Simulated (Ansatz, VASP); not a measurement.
**HfO2: VASP beside Ansatz**

File INCAR:

```
ALGO = Normal
EDIFF = 1E-6
ENCUT = 520
GGA = PS
ISIF = 2
ISMEAR = 0
LASPH = True
LCHARG = False
LREAL = False
LWAVE = False
NBANDS = 31
NELM = 80
PREC = Accurate
SIGMA = 0.05
```

The input KPOINTS:

```
k-points
0
Gamma
  6 6 8
```

POSCAR

```
HfO2
1.0
    4.9114575923      0.0000000000      0.0000000000
    0.0000000000      4.9114575923      0.0000000000
    0.0000000000      0.0000000000      3.2637929515
Hf O
2 4
Direct
    0.0000000000      0.0000000000      0.0000000000
    0.5000000000      0.5000000000      0.5000000000
    0.1949828631      0.8050171369      0.5000000000
    0.3050171369      0.3050171369      0.0000000000
    0.6949828631      0.6949828631      0.0000000000
    0.8050171369      0.1949828631      0.5000000000
```

Input for Ansatz:

```yaml
crystal:
  lattice:
    - [4.9114575923, 0.0, 0.0]
    - [0.0, 4.9114575923, 0.0]
    - [0.0, 0.0, 3.2637929515]
  atoms:
    - { symbol: Hf, position: [0.0, 0.0, 0.0] }
    - { symbol: Hf, position: [0.5, 0.5, 0.5] }
    - { symbol: O, position: [0.1949828631, 0.8050171369, 0.5] }
    - { symbol: O, position: [0.3050171369, 0.3050171369, 0.0] }
    - { symbol: O, position: [0.6949828631, 0.6949828631, 0.0] }
    - { symbol: O, position: [0.8050171369, 0.1949828631, 0.5] }
basis:
  ecutwfc: 520.0
kpoints:
  mp_grid: { grid: [6, 6, 8] }
hamiltonian:
  xc: pbesol
  pseudopotentials: { kind: paw, azcp: { folder: soft_1 } }
scf:
  occupations: { method: gaussian, width: 0.05 }
output:
  forces: true
  stress: true
  eigenvalues: true
```

Change from the starting cell: mode 16 frozen in at +0.000 Å, equal normal strain along x, y and z +0.0167.

Alike in both runs: task single point; functional PBEsol; k mesh 6 × 6 × 8; occupations gaussian, width 0.05 eV; no spin polarisation.

|  | VASP | Ansatz |
| --- | --- | --- |
| version | VASP 6.6.1 | Ansatz 0.2.0 |
| potentials or method | VASP PAW PBE potentials, release 64 (Hf_pv, O), cutoff 520 eV | scalar-relativistic, plane waves, PAW |
| valence electrons in the cell | 44 | 76 |

|  | VASP | Ansatz | Ansatz less VASP |
| --- | --- | --- | --- |
| gap on the k mesh at the Fermi level (eV) | 3.65 | 3.71 | +0.057 |
| least direct gap on the mesh (eV) | 3.65 | 3.71 | +0.057 |
| pressure (GPa) | -12.8 | -10.2 | +2.56 |
| traceless stress, the component that is largest in VASP (GPa) | -2.32 | -1.89 | +0.433 |
| rms of the force components (eV/Å) | 0.096 | 0.075 | -0.0208 |

VASP's potentials were made for PBE, not for PBEsol, and Ansatz warns of the same on its side. Atom by atom the forces differ by 0.021 eV/Å (rms over components). VASP's potentials hold 44 valence electrons a cell and Ansatz's 76, so a difference there can come from the potentials and not from the codes.

Neither program's run includes spin-orbit coupling.
